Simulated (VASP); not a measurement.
CaO, 2 atoms in the cell. The typed cell holds 2 atoms: a = 3.439 Å, b = 3.394 Å, c = 3.356 Å, α = 59.99°, β = 59.85°, γ = 59.66°. 

```yaml
Program: VASP 6.6.1
Task: single point
Functional: PBE
Potentials_or_basis: VASP PAW PBE potentials, release 64 (Ca_sv, O)
Cutoff: 600 eV
k_mesh: 2 × 2 × 2, shifted
Occupations: gaussian, width 0.1 eV
Spin: no spin polarisation
Dipole_correction: no
Further_INCAR_settings: ALGO = Normal; EDIFF = 1e-06; NBANDS = 15
```

Potentials or basis: VASP PAW PBE potentials, release 64 (Ca_sv, O).

Launch:

```console
$ cat potpaw_PBE.64/Ca_sv/POTCAR potpaw_PBE.64/O/POTCAR > POTCAR
$ mpirun -np 1 vasp_std > vasp.out
```

Hardware: 1 thread of Intel(R) Xeon(R) Platinum 8375C CPU @ 2.90GHz (Ice Lake), on a shared host.

Problem. Estimate the wall time of this run.

Solution. It took 6.6 s on 1 thread of Intel(R) Xeon(R) Platinum 8375C CPU @ 2.90GHz (Ice Lake), with other jobs on the host, peak memory 0.15 GiB. Counts: scf iterations 12, k points 8.
